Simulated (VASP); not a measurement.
Here is a VASP 6.6.1 calculation.

Contents of INCAR:

```
ALGO     = Normal         # electronic algorithm
EDIFF    = 1E-7           # SCF threshold, eV
ENCUT    = 520            # plane-wave cutoff, eV
GGA      = CA             # functional
ISIF     = 2              # what is computed and relaxed
ISMEAR   = -1             # smearing method
LASPH    = True           # aspherical terms in the spheres
LCHARG   = False          # write CHGCAR
LREAL    = False          # projectors in reciprocal space
LWAVE    = False          # write WAVECAR
NBANDS   = 14             # bands
NELM     = 60             # most SCF steps
PREC     = Accurate       # precision mode
SIGMA    = 0.1            # smearing width, eV
```

Contents of KPOINTS:

```
k-points
0
Gamma
  15 15 8
```

Contents of POSCAR:

```
Cl
1.0
    2.2515451597      0.0000000000      0.0000000000
   -1.1257725799      1.9498953061      0.0000000000
    0.0000000000      0.0000000000      3.9945712491
Cl
2
Direct
    0.3333333333      0.6666666667      0.2500000000
    0.6666666667      0.3333333333      0.7500000000
```

Potentials or basis: VASP PAW LDA potentials, release 64 (Cl).

Command:

```console
$ cat potpaw_LDA.64/Cl/POTCAR > POTCAR
$ mpirun -np 1 vasp_std > vasp.out
```

Q: What does it give for the band gap on the k mesh?

A: Zero (band 7 reaches 21.88 eV, above the bottom of band 8 at 12.11 eV).

Q: Predict the pressure.

A: 201.5 GPa.

Stress tensor (GPa, compression positive):
```
201.37   0.00   0.00
  0.00 201.37   0.00
  0.00   0.00 201.71
```
